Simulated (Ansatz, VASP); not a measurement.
Two plane-wave programs on MgO

```
Mg O
1.0
     0.00000    2.08165    2.08165
     2.08165    0.00000    2.08165
     2.08165    2.08165    0.00000
Mg O
1 1
Direct
  0.00000 0.00000 0.00000
  0.50000 0.50000 0.50000
```

Alike in both runs: functional LDA; k mesh 8 × 8 × 8; occupations gaussian, width 0.1 eV; no spin polarisation.

Ansatz relaxed the structure, and its values are those at the end. VASP's run is a single point on that final structure, the one shown.

|  | VASP | Ansatz |
| --- | --- | --- |
| version | VASP 6.6.1 | Ansatz 0.2.0 |
| potentials or method | VASP PAW LDA potentials, release 64 (Mg_sv, O), cutoff 840 eV | scalar-relativistic, plane waves, PAW |
| valence electrons in the cell | 16 | 16 |

```csv
,VASP,Ansatz,Ansatz less VASP
gap on the k mesh at the Fermi level (eV),5.01,5.01,-0.006
least direct gap on the mesh (eV),5.01,5.01,-0.006
pressure (GPa),0.1,-0.3,-0.44
```

Ansatz warns that its potentials were made for another functional, while VASP's fit it. LDA's correlation is that of Perdew and Zunger in VASP and of Perdew and Wang (1992) in Ansatz.
